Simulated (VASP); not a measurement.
# InAs (Fm-3m) in VASP: notebook

The runs below take InAs through single point, with PBE.

Everything below comes from runs of VASP 6.6.1. Logs are shortened: lines on timing, memory, paths and dates and some standing lists are left out, and cuts for length are marked.

## 1. The cell of the first run

Symmetry: Fm-3m, No. 225, cubic system. Conventional cell: a = 5.335 Å, b = 5.335 Å, c = 5.335 Å, α = 90.00°, β = 90.00°, γ = 90.00°. Within 3.5 Å of In (site symmetry m-3m) lie 6 As at 2.67 Å. As (site symmetry m-3m) has 6 In at 2.67 Å within 3.5 Å.

## 2. Single point, PBE (volume scaled by 0.800)

INCAR reads:

```
SYSTEM = InAs
PREC = Accurate
ENCUT = 520
EDIFF = 1E-6
ISMEAR = 0
SIGMA = 0.05
LREAL = .False.
LASPH = .True.
NELM = 60
ALGO = Normal
ISIF = 2
LWAVE = .False.
LCHARG = .False.
GGA = PE
NBANDS = 16
```

KPOINTS reads:

```
Automatic mesh
0
Gamma
  14 14 14
  0 0 0
```

POSCAR reads:

```
InAs
1.0
    0.0000000000      2.6674862611      2.6674862611
    2.6674862611      0.0000000000      2.6674862611
    2.6674862611      2.6674862611      0.0000000000
In As
1 1
Direct
    0.5000000000      0.5000000000      0.5000000000
    0.0000000000      0.0000000000      0.0000000000
```

Potentials or basis: VASP PAW PBE potentials, release 64 (In_d, As).

Launch:

```bash
> cat potpaw_PBE.64/In_d/POTCAR potpaw_PBE.64/As/POTCAR > POTCAR
> mpirun -np 1 vasp_std > vasp.out
```

OUTCAR:

```text
SYSTEM = InAs
   PREC = Accurate
   ENCUT = 520
   EDIFF = 1E-6
   ISMEAR = 0
   LREAL = .False.
   LASPH = .True.
   NELM = 60
   ISIF = 2
   GGA = PE

 ion  position               nearest neighbor table
   1  0.500  0.500  0.500-   2 2.67   2 2.67   2 2.67   2 2.67   2 2.67   2 2.67
   2  0.000  0.000  0.000-   1 2.67   1 2.67   1 2.67   1 2.67   1 2.67   1 2.67

  LATTYP: Found a face centered cubic cell.
 ALAT       =     5.3349725222

  Lattice vectors:

 A1 = (   0.0000000000,   2.6674862611,   2.6674862611)
 A2 = (   2.6674862611,   0.0000000000,   2.6674862611)
 A3 = (   2.6674862611,   2.6674862611,   0.0000000000)

Analysis of symmetry for initial positions (statically):
=====================================================================
 Subroutine PRICEL returns:
 Original cell was already a primitive cell.

 Routine SETGRP: Setting up the symmetry group for a
 face centered cubic supercell.

 Subroutine GETGRP returns: Found 48 space group operations
 (whereof 48 operations were pure point group operations)
 out of a pool of 48 trial point group operations.

The static configuration has the point symmetry O_h .

Analysis of symmetry for dynamics (positions and initial velocities):
=====================================================================
 Subroutine PRICEL returns:
 Original cell was already a primitive cell.

 Routine SETGRP: Setting up the symmetry group for a
 face centered cubic supercell.

 Subroutine GETGRP returns: Found 48 space group operations
 (whereof 48 operations were pure point group operations)
 out of a pool of 48 trial point group operations.

The dynamic configuration has the point symmetry O_h .

 Subroutine INISYM returns: Found 48 space group operations
 (whereof 48 operations are pure point group operations),
 and found     1 'primitive' translations

----------------------------------------------------------------------------------------

                                     Primitive cell

  volume of cell :      37.9609

  direct lattice vectors                    reciprocal lattice vectors
     0.000000000  2.667486261  2.667486261    -0.187442390  0.187442390  0.187442390
     2.667486261  0.000000000  2.667486261     0.187442390 -0.187442390  0.187442390
     2.667486261  2.667486261  0.000000000     0.187442390  0.187442390 -0.187442390

  length of vectors
[... 74 lines left out ...]
   ISTART =      0    job   : 0-new  1-cont  2-samecut
   ICHARG =      2    charge: 1-file 2-atom 10-const
   ISPIN  =      1    spin polarized calculation?
   LNONCOLLINEAR =      F non collinear calculations
   LSORBIT =      F    spin-orbit coupling
   LASPH  =      T    aspherical Exc in radial PAW
   ENCUT  =  520.0 eV  38.22 Ry    6.18 a.u.   7.01  7.01  7.01*2*pi/ulx,y,z
   NELM   =     60;   NELMIN=  2; NELMDL= -5     # of ELM steps
   EDIFF  = 0.1E-05   stopping-criterion for ELM
   LREAL  =      F    real-space projection
   EDIFFG = 0.1E-04   stopping-criterion for IOM
   NSW    =      0    number of steps for IOM
   IBRION =     -1    ionic relax: 0-MD 1-quasi-New 2-CG
   NFREE  =      0    steps in history (QN), initial steepest desc. (CG)
   ISIF   =      2    stress and relaxation
   ISYM   =      2    0-nonsym 1-usesym 2-fastsym
   POTIM  = 0.5000    time-step for ionic-motion
   TEBEG  =    0.0;   TEEND  =   0.0 temperature during run
   PSTRESS=    0.0 pullay stress
   NELECT =      18.0000    total number of electrons
   NUPDOWN=      -1.0000    fix difference up-down
   EMIN   =  10.00;   EMAX   =-10.00  energy-range for DOS
   EFERMI =   0.00;   METHOD = LEGACY
   ISMEAR =     0;   SIGMA  =   0.05  broadening in eV -4-tet -1-fermi 0-gaus
   EFERMI_NEDOS =   21; number of points for ismear=-14 and -15
   IALGO  =     38    algorithm
   IMIX   =      4    mixing-type and parameters
     AMIX     =   0.40;   BMIX     =  1.00
     AMIX_MAG =   1.60;   BMIX_MAG =  1.00
  volume/ion in A,a.u.               =      18.98       128.09
  Fermi-wavevector in a.u.,A,eV,Ry     =   1.276596  2.412417 22.173378  1.629697
  Thomas-Fermi vector in A             =   2.409243
   LORBIT       =      0    0 simple, 1 ext, 2 COOP (PROOUT), +10 PAW based schemes
   GGA     = PE    functional components
   LHFCALC =     F    Hartree Fock is set to
   AEXX    =    0.0000 exact exchange contribution
   IVDW    =     0    specifies the selected vdW correction
   LEPSILON=     F    determine dielectric tensor
   LRPA    =     F    only Hartree local field effects (RPA)
 non-spin polarized calculation
 Gauss-broadening in eV      SIGMA  =   0.05
  energy-cutoff  :      520.00
  volume of cell :       37.96
 maximum number of plane-waves:      1034
   NGX = 13   NGY = 13   NGZ = 13

 number of electron      17.9999993 magnetization

 Free energy of the ion-electron system (eV)
  ---------------------------------------------------
  ext. energy  EPLUGINS =         0.00000000
  ---------------------------------------------------
  free energy    TOTEN  =        -6.74411912 eV

  energy without entropy =       -6.74277542  energy(sigma->0) =       -6.74344727

 E-fermi :   8.7037     XC(G=0): -11.1708

 val. band max:        8.6810883501   @ k =   0.2857   0.1429   0.0714
 cond. band min:       8.7233813644   @ k =   0.3571   0.1429   0.0714
 fundamental gap:      0.0422930144
 Fermi energy:         8.7037115417

 k-point     1 :       0.0000    0.0000    0.0000
  band No.  band energies     occupation
      1      -5.9775      2.00000
      2      -5.9775      2.00000
      3      -5.9460      2.00000
      4      -5.9460      2.00000
      5      -5.9460      2.00000
      6      -5.1353      2.00000
[... 433 lines left out ...]
      3      -5.9694      2.00000
      4      -5.8945      2.00000
      5      -5.8704      2.00000
      6      -4.0038      2.00000
[... 8 lines left out ...]
     15      19.3492      0.00000
     16      19.7114      0.00000

 [... further k-points ...]
[... 5 lines left out ...]
  --------------------------------------------------------------------------------------
  -------------------------------------------------------------------------------------
  Total        5.6909660      5.6909660      5.6909660     -0.0000000     -0.0000000     -0.0000000
  in kB      240.1928100    240.1928100    240.1928100     -0.0000000     -0.0000000     -0.0000000
  external PRESSURE =     240.1928100 kB  Pullay stress =       0.0000000 kB

 VOLUME and BASIS-vectors are now :
 -----------------------------------------------------------------------------
  energy-cutoff  :      520.00
  volume of cell :       37.96
      direct lattice vectors                 reciprocal lattice vectors
     0.000000000  2.667486261  2.667486261    -0.187442390  0.187442390  0.187442390
     2.667486261  0.000000000  2.667486261     0.187442390 -0.187442390  0.187442390
     2.667486261  2.667486261  0.000000000     0.187442390  0.187442390 -0.187442390

 POSITION                                       TOTAL-FORCE (eV/Angst)
 -----------------------------------------------------------------------------------
      2.66749      2.66749      2.66749         0.000000      0.000000      0.000000
      0.00000      0.00000      0.00000        -0.000000     -0.000000     -0.000000
 -----------------------------------------------------------------------------------
    total drift:                                0.000000      0.000000      0.000000

  FREE ENERGIE OF THE ION-ELECTRON SYSTEM (eV)
  ---------------------------------------------------
  free  energy   TOTEN  =        -6.7441191180 eV

  energy  without entropy=       -6.7427754242  energy(sigma->0) =       -6.74344727
```

stdout:

```text
POSCAR found type information on POSCAR InAs
 POSCAR found :  2 types and       2 ions
 scaLAPACK will be used
 LDA part: xc-table for (Slater+PW92), standard interpolation
 POSCAR, INCAR and KPOINTS ok, starting setup
 FFT: planning ... GRIDC
 FFT: planning ... GRID_SOFT
 FFT: planning ... GRID
 WAVECAR not read
 entering main loop
```

Wall time 32 s (1 thread of Intel Xeon 6975P-C, shared host); peak memory 0.2 GiB.

Results:

- Free energy: -6.7441 eV
- Pressure: 24.0 GPa
- Band gap on the k mesh: zero (band 9 reaches 9.24 eV, above the bottom of band 10 at 6.04 eV)

Caveat: spin-orbit coupling is left out, which moves the levels of the heavy elements.

## 3. Single point, PBE (volume scaled by 0.840)

INCAR reads:

```
SYSTEM = InAs
PREC = Accurate ; ENCUT = 520
EDIFF = 1E-6 ; ISMEAR = 0
SIGMA = 0.05 ; LREAL = .FALSE.
LASPH = .TRUE. ; NELM = 60
ALGO = Normal ; ISIF = 2
LWAVE = .FALSE. ; LCHARG = .FALSE.
GGA = PE ; NBANDS = 16
```

KPOINTS reads:

```
Automatic mesh
0
G
  14 14 14
  0 0 0
```

POSCAR reads:

```
InAs
1.0
    0.0000000000      2.7112233177      2.7112233177
    2.7112233177      0.0000000000      2.7112233177
    2.7112233177      2.7112233177      0.0000000000
In As
1 1
Direct
    0.5000000000      0.5000000000      0.5000000000
    0.0000000000      0.0000000000      0.0000000000
```

Potentials or basis: VASP PAW PBE potentials, release 64 (In_d, As).

Launch:

```bash
> cat potpaw_PBE.64/In_d/POTCAR potpaw_PBE.64/As/POTCAR > POTCAR
> mpirun -np 1 vasp_std > vasp.out
```

It took 42 s on 1 thread of Intel Xeon 6975P-C, shared host; peak memory 0.22 GiB.

The run converged. Its results:

```
Free energy            : -6.9836 eV
Pressure               : 16.7 GPa
Band gap on the k mesh : zero (band 9 reaches 8.54 eV, above the bottom of band 10 at 5.32 eV)
```

Levels at points of the mesh, in eV from the Fermi level:
```csv
k point,band 5,band 6,band 7,band 8,band 9,band 10,band 11,band 12,band 13,band 14
"(0.00, 0.00, 0.00)",-14.54,-13.41,-0.27,-0.27,-0.27,0.78,7.38,7.38,7.38,8.49
"(0.50, 0.00, 0.00)",-14.44,-11.14,-7.47,0.29,0.29,2.32,3.35,3.35,5.67,11.84
"(0.50, 0.50, 0.00)",-14.40,-9.68,-5.82,-2.80,-2.80,-2.72,3.61,10.76,10.76,11.67
```

Caveat: spin-orbit coupling is left out, which moves the levels of the heavy elements.

## 4. Single point, PBE (volume scaled by 0.920)

INCAR reads:

```
SYSTEM = InAs
PREC = Accurate
ENCUT = 520
EDIFF = 1E-6
ISMEAR = 0
SIGMA = 0.05
LREAL = .FALSE.
LASPH = .TRUE.
NELM = 80
ALGO = Normal
ISIF = 2
LWAVE = .FALSE.
LCHARG = .FALSE.
GGA = PE
NBANDS = 16
```

KPOINTS is that of step 3.

POSCAR reads:

```
InAs
1.0
    0.0000000000      2.7946974890      2.7946974890
    2.7946974890      0.0000000000      2.7946974890
    2.7946974890      2.7946974890      0.0000000000
In As
1 1
Direct
    0.5000000000      0.5000000000      0.5000000000
    0.0000000000      0.0000000000      0.0000000000
```

Potentials or basis: VASP PAW PBE potentials, release 64 (In_d, As).

Launch:

```bash
> cat potpaw_PBE.64/In_d/POTCAR potpaw_PBE.64/As/POTCAR > POTCAR
> mpirun -np 1 vasp_std > vasp.out
```

OUTCAR:

```text
SYSTEM = InAs
   PREC = Accurate
   ENCUT = 520
   EDIFF = 1E-6
   ISMEAR = 0
   LREAL = .FALSE.
   LASPH = .TRUE.
   NELM = 80
   ISIF = 2
   GGA = PE

 ion  position               nearest neighbor table
   1  0.500  0.500  0.500-   2 2.79   2 2.79   2 2.79   2 2.79   2 2.79   2 2.79
   2  0.000  0.000  0.000-   1 2.79   1 2.79   1 2.79   1 2.79   1 2.79   1 2.79

  LATTYP: Found a face centered cubic cell.
 ALAT       =     5.5893949780

  Lattice vectors:

 A1 = (   0.0000000000,   2.7946974890,   2.7946974890)
 A2 = (   2.7946974890,   0.0000000000,   2.7946974890)
 A3 = (   2.7946974890,   2.7946974890,   0.0000000000)

Analysis of symmetry for initial positions (statically):
=====================================================================
 Subroutine PRICEL returns:
 Original cell was already a primitive cell.

 Routine SETGRP: Setting up the symmetry group for a
 face centered cubic supercell.

 Subroutine GETGRP returns: Found 48 space group operations
 (whereof 48 operations were pure point group operations)
 out of a pool of 48 trial point group operations.

The static configuration has the point symmetry O_h .

Analysis of symmetry for dynamics (positions and initial velocities):
=====================================================================
 Subroutine PRICEL returns:
 Original cell was already a primitive cell.

 Routine SETGRP: Setting up the symmetry group for a
 face centered cubic supercell.

 Subroutine GETGRP returns: Found 48 space group operations
 (whereof 48 operations were pure point group operations)
 out of a pool of 48 trial point group operations.

The dynamic configuration has the point symmetry O_h .

 Subroutine INISYM returns: Found 48 space group operations
 (whereof 48 operations are pure point group operations),
 and found     1 'primitive' translations

----------------------------------------------------------------------------------------

                                     Primitive cell
[... 106 lines left out ...]
   ISMEAR =     0;   SIGMA  =   0.05  broadening in eV -4-tet -1-fermi 0-gaus
   EFERMI_NEDOS =   21; number of points for ismear=-14 and -15
   IALGO  =     38    algorithm
   IMIX   =      4    mixing-type and parameters
     AMIX     =   0.40;   BMIX     =  1.00
     AMIX_MAG =   1.60;   BMIX_MAG =  1.00
  volume/ion in A,a.u.               =      21.83       147.30
  Fermi-wavevector in a.u.,A,eV,Ry     =   1.218487  2.302606 20.200710  1.484710
  Thomas-Fermi vector in A             =   2.353772
   LORBIT       =      0    0 simple, 1 ext, 2 COOP (PROOUT), +10 PAW based schemes
   GGA     = PE    functional components
   LHFCALC =     F    Hartree Fock is set to
   AEXX    =    0.0000 exact exchange contribution
   IVDW    =     0    specifies the selected vdW correction
   LEPSILON=     F    determine dielectric tensor
   LRPA    =     F    only Hartree local field effects (RPA)
 non-spin polarized calculation
 Gauss-broadening in eV      SIGMA  =   0.05
  energy-cutoff  :      520.00
  volume of cell :       43.66
 maximum number of plane-waves:      1243
 NGX is ok and might be reduce to    30
   NGX = 15   NGY = 15   NGZ = 15

 number of electron      18.0000005 magnetization

 Free energy of the ion-electron system (eV)
  ---------------------------------------------------
  ext. energy  EPLUGINS =         0.00000000
  ---------------------------------------------------
  free energy    TOTEN  =        -7.24910454 eV

  energy without entropy =       -7.24729308  energy(sigma->0) =       -7.24819881

 E-fermi :   6.8860     XC(G=0): -10.5013

 val. band max:        6.8823619967   @ k =   0.2857   0.0000   0.0000
 cond. band min:       6.9080934465   @ k =   0.3571   0.1429   0.0714
 fundamental gap:      0.0257314498
 Fermi energy:         6.8859674753

 k-point     1 :       0.0000    0.0000    0.0000
  band No.  band energies     occupation
      1      -7.5167      2.00000
      2      -7.5167      2.00000
      3      -7.4917      2.00000
      4      -7.4917      2.00000
      5      -7.4917      2.00000
      6      -5.7870      2.00000
[... 433 lines left out ...]
      3      -7.5041      2.00000
      4      -7.4565      2.00000
      5      -7.4439      2.00000
      6      -4.8677      2.00000
[... 8 lines left out ...]
     15      17.0377      0.00000
     16      17.3768      0.00000

 [... further k-points ...]
[... 5 lines left out ...]
  --------------------------------------------------------------------------------------
  -------------------------------------------------------------------------------------
  Total        1.7950663      1.7950663      1.7950663      0.0000000     -0.0000000      0.0000000
  in kB       65.8804651     65.8804651     65.8804651      0.0000000     -0.0000000      0.0000000
  external PRESSURE =      65.8804651 kB  Pullay stress =       0.0000000 kB

 VOLUME and BASIS-vectors are now :
 -----------------------------------------------------------------------------
  energy-cutoff  :      520.00
  volume of cell :       43.66
      direct lattice vectors                 reciprocal lattice vectors
     0.000000000  2.794697489  2.794697489    -0.178910241  0.178910241  0.178910241
     2.794697489  0.000000000  2.794697489     0.178910241 -0.178910241  0.178910241
     2.794697489  2.794697489  0.000000000     0.178910241  0.178910241 -0.178910241

 POSITION                                       TOTAL-FORCE (eV/Angst)
 -----------------------------------------------------------------------------------
      2.79470      2.79470      2.79470        -0.000000      0.000000     -0.000000
      0.00000      0.00000      0.00000         0.000000     -0.000000      0.000000
 -----------------------------------------------------------------------------------
    total drift:                                0.000000      0.000000      0.000000

  FREE ENERGIE OF THE ION-ELECTRON SYSTEM (eV)
  ---------------------------------------------------
  free  energy   TOTEN  =        -7.2491045383 eV

  energy  without entropy=       -7.2472930770  energy(sigma->0) =       -7.24819881
```

OSZICAR:

```text
N       E                     dE             d eps       ncg     rms          rms(c)
DAV:   1     0.101483985666E+03    0.10148E+03   -0.89554E+03  3344   0.136E+03
DAV:   2    -0.161169594232E+01   -0.10310E+03   -0.99111E+02  3632   0.298E+02
DAV:   3    -0.733162274599E+01   -0.57199E+01   -0.56474E+01  4376   0.657E+01
DAV:   4    -0.744122260920E+01   -0.10960E+00   -0.10958E+00  3912   0.968E+00
DAV:   5    -0.744558366519E+01   -0.43611E-02   -0.43610E-02  4792   0.181E+00    0.431E+00
DAV:   6    -0.726065681462E+01    0.18493E+00   -0.30205E-01  4768   0.102E+01    0.230E+00
DAV:   7    -0.724930200242E+01    0.11355E-01   -0.65728E-02  5152   0.267E+00    0.677E-01
DAV:   8    -0.724898727593E+01    0.31473E-03   -0.54312E-03  4456   0.103E+00    0.164E-01
DAV:   9    -0.724911406938E+01   -0.12679E-03   -0.58682E-04  4576   0.361E-01    0.944E-02
DAV:  10    -0.724910483952E+01    0.92299E-05   -0.36433E-05  4568   0.558E-02    0.625E-02
DAV:  11    -0.724910453826E+01    0.30126E-06   -0.28899E-06  4728   0.144E-02
   1 F= -.72491045E+01 E0= -.72481988E+01  d E =-.181146E-02
```

stdout:

```text
POSCAR found type information on POSCAR InAs
 POSCAR found :  2 types and       2 ions
 scaLAPACK will be used
 LDA part: xc-table for (Slater+PW92), standard interpolation
 POSCAR, INCAR and KPOINTS ok, starting setup
 FFT: planning ... GRIDC
 FFT: planning ... GRID_SOFT
 FFT: planning ... GRID
 WAVECAR not read
 entering main loop
```

Wall time 46 s (1 thread of Intel Xeon 6975P-C, shared host); peak memory 0.22 GiB.

Results:

```yaml
Free_energy: -7.2491 eV
Pressure: 6.6 GPa
Band_gap_on_the_k_mesh: zero (band 9 reaches 7.34 eV, above the bottom of band 10 at 4.42 eV)
```

Caveat: spin-orbit coupling is left out, which moves the levels of the heavy elements.

(Part 1 of 2 ends here.)
